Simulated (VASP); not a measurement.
A run of VASP 6.6.1 is set up as follows.

File INCAR:

```
PREC = Accurate ; ENCUT = 520
EDIFF = 1E-7 ; ISMEAR = -1
SIGMA = 0.06122561905347299 ; LREAL = F
LASPH = T ; NELM = 80
ALGO = Normal ; ISIF = 2
LWAVE = F ; LCHARG = F
GGA = PE ; NBANDS = 11
```

File KPOINTS:

```
regular mesh
0
Gamma
  24 24 24
```

File POSCAR:

```
Pd
1.0
    0.0000000000      1.9710879955      1.9710879955
    1.9710879955      0.0000000000      1.9710879955
    1.9710879955      1.9710879955      0.0000000000
Pd
1
Direct
    0.0000000000      0.0000000000      0.0000000000
```

Potentials or basis: VASP PAW PBE potentials, release 64 (Pd).

Command:

```bash
$ cat potpaw_PBE.64/Pd/POTCAR > POTCAR
$ mpirun -np 1 vasp_std > vasp.out
```

(1) Predict the band gap on the k mesh.

(2) Predict the pressure.

Results:

(1) zero (bands 5 and 6 overlap by 1.49 eV).

(2) -0.1 GPa.
